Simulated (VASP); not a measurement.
# LiCl (Fm-3m) in VASP: a series of runs

The runs below take LiCl through single point, with PBE.

Everything below comes from runs of VASP 6.6.1. Logs are shortened: lines on timing, memory, paths and dates and some standing lists are left out, and cuts for length are marked.

### Step 1. The cell of the first run

The structure is cubic, space group Fm-3m (No. 225). Conventional cell: a = 5.197 Å, b = 5.197 Å, c = 5.197 Å, α = 90.00°, β = 90.00°, γ = 90.00°. Li (site symmetry m-3m) has 6 Cl at 2.60 Å within 3.4 Å. Within 3.4 Å of Cl (site symmetry m-3m) lie 6 Li at 2.60 Å.

### Step 2. Single point, PBE

The input, INCAR:

```
  PREC = Accurate
  ENCUT = 520
  EDIFF = 1E-7
  ISMEAR = 0
  SIGMA = 0.01
  LREAL = False
  LASPH = True
  NELM = 60
  ALGO = Normal
  ISIF = 2
  LWAVE = False
  LCHARG = True
  GGA = PE
  LELF = True
  LVHAR = True
  NBANDS = 12
```

The input, KPOINTS:

```
Automatic mesh
0
Gamma
  6 6 6
```

The input, POSCAR:

```
LiCl
1.0
    0.0000000000      2.5985208441      2.5985208441
    2.5985208441      0.0000000000      2.5985208441
    2.5985208441      2.5985208441      0.0000000000
Li Cl
1 1
Direct
    0.0000000000      0.0000000000      0.0000000000
    0.5000000000      0.5000000000      0.5000000000
```

Potentials or basis: VASP PAW PBE potentials, release 64 (Li_sv, Cl).

Started as:

```
> cat potpaw_PBE.64/Li_sv/POTCAR potpaw_PBE.64/Cl/POTCAR > POTCAR
> mpirun -np 1 vasp_std > vasp.out
```

OUTCAR:

```text
PREC = Accurate
   ENCUT = 520
   EDIFF = 1E-7
   ISMEAR = 0
   LREAL = False
   LASPH = True
   NELM = 60
   ISIF = 2
   GGA = PE

 ion  position               nearest neighbor table
   1  0.000  0.000  0.000-   2 2.60   2 2.60   2 2.60   2 2.60   2 2.60   2 2.60
   2  0.500  0.500  0.500-   1 2.60   1 2.60   1 2.60   1 2.60   1 2.60   1 2.60

  LATTYP: Found a face centered cubic cell.
 ALAT       =     5.1970416882

  Lattice vectors:

 A1 = (   0.0000000000,   2.5985208441,   2.5985208441)
 A2 = (   2.5985208441,   0.0000000000,   2.5985208441)
 A3 = (   2.5985208441,   2.5985208441,   0.0000000000)

Analysis of symmetry for initial positions (statically):
=====================================================================
 Subroutine PRICEL returns:
 Original cell was already a primitive cell.

 Routine SETGRP: Setting up the symmetry group for a
 face centered cubic supercell.

 Subroutine GETGRP returns: Found 48 space group operations
 (whereof 48 operations were pure point group operations)
 out of a pool of 48 trial point group operations.

The static configuration has the point symmetry O_h .

Analysis of symmetry for dynamics (positions and initial velocities):
=====================================================================
 Subroutine PRICEL returns:
 Original cell was already a primitive cell.

 Routine SETGRP: Setting up the symmetry group for a
 face centered cubic supercell.

 Subroutine GETGRP returns: Found 48 space group operations
 (whereof 48 operations were pure point group operations)
 out of a pool of 48 trial point group operations.

The dynamic configuration has the point symmetry O_h .

 Subroutine INISYM returns: Found 48 space group operations
 (whereof 48 operations are pure point group operations),
 and found     1 'primitive' translations

----------------------------------------------------------------------------------------

                                     Primitive cell

  volume of cell :      35.0920

  direct lattice vectors                    reciprocal lattice vectors
     0.000000000  2.598520844  2.598520844    -0.192417160  0.192417160  0.192417160
     2.598520844  0.000000000  2.598520844     0.192417160 -0.192417160  0.192417160
     2.598520844  2.598520844  0.000000000     0.192417160  0.192417160 -0.192417160

  length of vectors
     3.674863420  3.674863420  3.674863420     0.333276297  0.333276297  0.333276297

  position of ions in fractional coordinates (direct lattice)
     0.000000000  0.000000000  0.000000000
     0.500000000  0.500000000  0.500000000

  ion indices of the primitive-cell ions
   primitive index   ion index
                 1           1
                 2           2

----------------------------------------------------------------------------------------

 KPOINTS: Automatic mesh

Automatic generation of k-mesh.
 Grid dimensions read from file:
 generate k-points for:    6    6    6

 Generating k-lattice:

  Cartesian coordinates                     Fractional coordinates (reciprocal lattice)
    -0.032069527  0.032069527  0.032069527     0.166666667  0.000000000  0.000000000
     0.032069527 -0.032069527  0.032069527     0.000000000  0.166666667  0.000000000
     0.032069527  0.032069527 -0.032069527     0.000000000  0.000000000  0.166666667

  Length of vectors
     0.055546049  0.055546049  0.055546049

  Shift w.r.t. Gamma in fractional coordinates (k-lattice)
     0.000000000  0.000000000  0.000000000

 Subroutine IBZKPT returns following result:
 ===========================================

 Found     16 irreducible k-points:

 Following reciprocal coordinates:
            Coordinates               Weight
  0.000000  0.000000  0.000000      1.000000
  0.166667  0.000000  0.000000      8.000000
  0.333333  0.000000  0.000000      8.000000
  0.500000  0.000000  0.000000      4.000000
  0.166667  0.166667  0.000000      6.000000
  0.333333  0.166667  0.000000     24.000000
[... 8 lines left out ...]
 -0.333333  0.333333  0.166667     24.000000
 -0.333333  0.500000  0.166667     12.000000
   k-points           NKPTS =     16   k-points in BZ     NKDIM =     16   number of bands    NBANDS=     12
   number of dos      NEDOS =    301   number of ions     NIONS =      2
   total plane-waves  NPLWV =  21952
   dimension x,y,z NGX =    28 NGY =   28 NGZ =   28
   dimension x,y,z NGXF=    56 NGYF=   56 NGZF=   56
   ions per type =               1   1
   NGX,Y,Z   is equivalent  to a cutoff of  12.67, 12.67, 12.67 a.u.
   NGXF,Y,Z  is equivalent  to a cutoff of  25.33, 25.33, 25.33 a.u.
 SYSTEM =  unknown system
   PREC   = accura    normal or accurate (medium, high low for compatibility)
   ISTART =      0    job   : 0-new  1-cont  2-samecut
   ICHARG =      2    charge: 1-file 2-atom 10-const
   ISPIN  =      1    spin polarized calculation?
   LNONCOLLINEAR =      F non collinear calculations
   LSORBIT =      F    spin-orbit coupling
   LASPH  =      T    aspherical Exc in radial PAW
   ENCUT  =  520.0 eV  38.22 Ry    6.18 a.u.   6.83  6.83  6.83*2*pi/ulx,y,z
   NELM   =     60;   NELMIN=  2; NELMDL= -5     # of ELM steps
   EDIFF  = 0.1E-06   stopping-criterion for ELM
   LREAL  =      F    real-space projection
   EDIFFG = 0.1E-05   stopping-criterion for IOM
   NSW    =      0    number of steps for IOM
   IBRION =     -1    ionic relax: 0-MD 1-quasi-New 2-CG
   NFREE  =      0    steps in history (QN), initial steepest desc. (CG)
   ISIF   =      2    stress and relaxation
   ISYM   =      2    0-nonsym 1-usesym 2-fastsym
   POTIM  = 0.5000    time-step for ionic-motion
   TEBEG  =    0.0;   TEEND  =   0.0 temperature during run
   PSTRESS=    0.0 pullay stress
   NELECT =      10.0000    total number of electrons
   NUPDOWN=      -1.0000    fix difference up-down
   EMIN   =  10.00;   EMAX   =-10.00  energy-range for DOS
   EFERMI =   0.00;   METHOD = LEGACY
   ISMEAR =     0;   SIGMA  =   0.01  broadening in eV -4-tet -1-fermi 0-gaus
   EFERMI_NEDOS =   21; number of points for ismear=-14 and -15
   IALGO  =     38    algorithm
   IMIX   =      4    mixing-type and parameters
     AMIX     =   0.40;   BMIX     =  1.00
     AMIX_MAG =   1.60;   BMIX_MAG =  1.00
  volume/ion in A,a.u.               =      17.55       118.41
  Fermi-wavevector in a.u.,A,eV,Ry     =   1.077305  2.035811 15.790729  1.160586
  Thomas-Fermi vector in A             =   2.213213
   LORBIT       =      0    0 simple, 1 ext, 2 COOP (PROOUT), +10 PAW based schemes
   GGA     = PE    functional components
   LHFCALC =     F    Hartree Fock is set to
   AEXX    =    0.0000 exact exchange contribution
   IVDW    =     0    specifies the selected vdW correction
   LEPSILON=     F    determine dielectric tensor
   LRPA    =     F    only Hartree local field effects (RPA)
 non-spin polarized calculation
 Gauss-broadening in eV      SIGMA  =   0.01
  energy-cutoff  :      520.00
  volume of cell :       35.09
 maximum number of plane-waves:       960
   NGX = 13   NGY = 13   NGZ = 13

 number of electron      10.0000012 magnetization

 Free energy of the ion-electron system (eV)
  ---------------------------------------------------
  ext. energy  EPLUGINS =         0.00000000
  ---------------------------------------------------
  free energy    TOTEN  =        -7.38354223 eV

  energy without entropy =       -7.38354223  energy(sigma->0) =       -7.38354223

 E-fermi :   0.3689     XC(G=0):  -8.5625

 val. band max:        0.2929557442   @ k =   0.0000   0.0000   0.0000
 cond. band min:       6.4142067157   @ k =   0.0000   0.0000   0.0000
 fundamental gap:      6.1212509715
 Fermi energy:         0.3688537403

 k-point     1 :       0.0000    0.0000    0.0000
  band No.  band energies     occupation
      1     -43.3028      2.00000
      2     -12.9707      2.00000
      3       0.2930      2.00000
      4       0.2930      2.00000
      5       0.2930      2.00000
      6       6.4142      0.00000
      7      12.1954      0.00000
      8      12.1954      0.00000
      9      12.1954      0.00000
     10      14.5834      0.00000
     11      14.5835      0.00000
     12      14.5835      0.00000

 k-point     2 :       0.1667    0.0000    0.0000
  band No.  band energies     occupation
      1     -43.3022      2.00000
      2     -12.8511      2.00000
      3      -0.5205      2.00000
      4       0.2285      2.00000
      5       0.2285      2.00000
      6       7.1089      0.00000
      7      11.1301      0.00000
      8      11.7260      0.00000
      9      11.7260      0.00000
     10      13.4005      0.00000
     11      13.4005      0.00000
     12      15.2280      0.00000

 k-point     3 :       0.3333    0.0000    0.0000
  band No.  band energies     occupation
      1     -43.3012      2.00000
      2     -12.5927      2.00000
      3      -1.8066      2.00000
      4       0.1091      2.00000
      5       0.1091      2.00000
      6       7.2720      0.00000
      7      10.2961      0.00000
      8      10.2962      0.00000
      9      11.7355      0.00000
     10      15.2463      0.00000
     11      15.2463      0.00000
     12      16.0155      0.00000
[... 166 lines left out ...]
 k-point    15 :      -0.3333    0.3333    0.1667
  band No.  band energies     occupation
      1     -43.3001      2.00000
      2     -12.2954      2.00000
      3      -1.9297      2.00000
      4      -1.3259      2.00000
      5      -0.4405      2.00000
      6       9.1129      0.00000
      7       9.5513      0.00000
      8      11.1143      0.00000
      9      11.2456      0.00000
     10      15.3055      0.00000
     11      16.0551      0.00000
     12      18.4901      0.00000

 k-point    16 :      -0.3333    0.5000    0.1667
  band No.  band energies     occupation
      1     -43.3000      2.00000
      2     -12.2386      2.00000
      3      -2.0782      2.00000
      4      -1.2520      2.00000
      5      -0.7109      2.00000
      6       8.9223      0.00000
      7       9.6615      0.00000
      8      11.4704      0.00000
      9      11.5023      0.00000
     10      14.9356      0.00000
     11      17.2611      0.00000
     12      18.7389      0.00000

------------------------ aborting loop because EDIFF is reached ----------------------------------------

  FORCE on cell =-STRESS in cart. coord.  units (eV):
  Direction    XX          YY          ZZ          XY          YZ          ZX
  --------------------------------------------------------------------------------------
  -------------------------------------------------------------------------------------
  Total       -0.2000695     -0.2000695     -0.2000695      0.0000000      0.0000000      0.0000000
  in kB       -9.1344591     -9.1344591     -9.1344591      0.0000000      0.0000000      0.0000000
  external PRESSURE =      -9.1344591 kB  Pullay stress =       0.0000000 kB

 VOLUME and BASIS-vectors are now :
 -----------------------------------------------------------------------------
  energy-cutoff  :      520.00
  volume of cell :       35.09
      direct lattice vectors                 reciprocal lattice vectors
     0.000000000  2.598520844  2.598520844    -0.192417160  0.192417160  0.192417160
     2.598520844  0.000000000  2.598520844     0.192417160 -0.192417160  0.192417160
     2.598520844  2.598520844  0.000000000     0.192417160  0.192417160 -0.192417160

 POSITION                                       TOTAL-FORCE (eV/Angst)
 -----------------------------------------------------------------------------------
      0.00000      0.00000      0.00000        -0.000000     -0.000000     -0.000000
      2.59852      2.59852      2.59852         0.000000      0.000000      0.000000
 -----------------------------------------------------------------------------------
    total drift:                                0.000000      0.000000      0.000000

  FREE ENERGIE OF THE ION-ELECTRON SYSTEM (eV)
  ---------------------------------------------------
  free  energy   TOTEN  =        -7.3835422315 eV

  energy  without entropy=       -7.3835422315  energy(sigma->0) =       -7.38354223
```

Run time: 6.4 s. Hardware: 1 thread of Intel Xeon Platinum 8488C (Sapphire Rapids), shared host; peak memory 0.15 GiB.

What came out:

```
Free energy            : -7.3835 eV
Band gap on the k mesh : 6.12 eV, direct
```

Levels at points of the mesh, in eV from the valence-band top:
```csv
k point,band 3,band 4,band 5,band 6,band 7,band 8
"(0.00, 0.00, 0.00)",0.00,0.00,0.00,6.12,11.90,11.90
"(0.50, 0.00, 0.00)",-2.66,-0.24,-0.24,6.72,9.48,9.48
"(0.50, 0.50, 0.00)",-2.72,-1.03,-1.03,7.80,8.35,12.11
```

Caveat: the cutoff is under 1.25 times the usual one of these potentials, so pressure, stress and relaxed cells hold a basis-set (Pulay) error. As with any semilocal functional, this PBE gap is likely too small.

(Continued in part 2 of 2.)
